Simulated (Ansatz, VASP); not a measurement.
**One calculation of KZnF3, two programs**

```
CELL_PARAMETERS angstrom
4.05000 0.01013 0.00000
0.01013 4.05000 0.00000
0.00000 0.00000 4.05000
ATOMIC_POSITIONS crystal
K 0.00000 0.00000 0.00000
Zn 0.50000 0.50000 0.50000
F 0.50000 0.50000 0.00000
F 0.00000 0.50000 0.50000
F 0.50000 0.00000 0.50000
```

Change from the starting cell: strain +0.0050 x Voigt [0, 0, 0, 0, 0, 1], atoms carried along.

Alike in both runs: task single point; functional r2SCAN; k mesh 6 × 6 × 6; occupations gaussian, width 0.05 eV; no spin polarisation.

|  | VASP | Ansatz |
| --- | --- | --- |
| version | VASP 6.6.1 | Ansatz 0.2.0 |
| potentials or method | VASP PAW PBE potentials, release 64 (K_sv, Zn, F), cutoff 520 eV | scalar-relativistic, plane waves, PAW |
| valence electrons in the cell | 42 | 42 |

```tsv
	VASP	Ansatz	Ansatz less VASP
gap on the k mesh at the Fermi level (eV)	4.58	4.63	+0.051
least direct gap on the mesh (eV)	6.55	6.58	+0.024
pressure (GPa)	0.0	-0.2	-0.25
traceless stress, the component that is largest in VASP (GPa)	-0.19	-0.18	+0.005
```

VASP's potentials were made for PBE, not for r2SCAN.
